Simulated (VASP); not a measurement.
**BaTiO3: single point with PBE**

BaTiO3:

```
Ba Ti O
1.0
     3.97387    0.04914   -0.03764
     0.04914    4.20952   -0.00946
    -0.03781   -0.00951    3.99342
Ba Ti O
1 1 3
Direct
  0.00850 0.99706 0.02816
  0.52621 0.50322 0.46689
  0.46483 0.53152 0.01425
  0.45596 0.98389 0.49346
  0.00508 0.48115 0.52750
```

```yaml
Program: VASP 6.6.1
Task: single point
Functional: PBE
Potentials_or_basis: VASP PAW PBE potentials, release 64 (Ba_sv, Ti_sv, O)
Cutoff: 520 eV
k_mesh: 4 × 4 × 4
Occupations: gaussian, width 0.01 eV
Spin: no spin polarisation
```

```json
{
 "Pressure": "1.5 GPa",
 "Largest force": "1.583 eV/Å",
 "Band gap on the k mesh": "2.11 eV (least direct gap 2.44 eV)"
}
```

Forces in eV/Å, atoms in the order of the input:
```
Ba  -0.373  0.148 -1.075
Ti  -0.545  0.636  0.942
O    1.047 -0.951  0.210
O    1.376  0.091  0.413
O   -1.504  0.076 -0.490
```

Stress tensor (GPa, compression positive):
```
 2.67 -2.29  1.57
-2.29 -4.31  1.27
 1.57  1.27  6.04
```

Levels at points of the mesh, in eV from the valence-band top:
```
           k point  band 18  band 19  band 20  band 21  band 22  band 23
(0.00, 0.00, 0.00)    -0.85    -0.44    -0.33     2.11     2.27     2.94
(0.50, 0.00, 0.00)    -1.73    -0.82    -0.73     2.30     3.56     3.73
(0.00, 0.50, 0.00)    -1.24    -1.16    -0.77     2.88     3.00     3.33
(0.50, 0.50, 0.00)    -1.37    -1.28    -0.14     3.20     3.66     3.75
(0.00, 0.00, 0.50)    -1.47    -1.07    -0.77     2.41     3.39     3.70
(0.50, 0.00, 0.50)    -0.68    -0.48    -0.13     3.55     3.64     3.87
(0.00, 0.50, 0.50)    -1.13    -1.09    -0.25     3.05     3.70     3.76
(0.50, 0.50, 0.50)    -0.18    -0.05     0.00     3.67     3.87     4.01
```

It took 110 s on 1 thread of Intel Xeon 8259CL, with other jobs on the host, peak memory 0.22 GiB.

Caveat: spin-orbit coupling is left out, which moves the levels of the heavy elements; forces of over 1 eV/Å act on the atoms, so gaps and moduli don't describe the material at rest. A k mesh can miss the band edges.
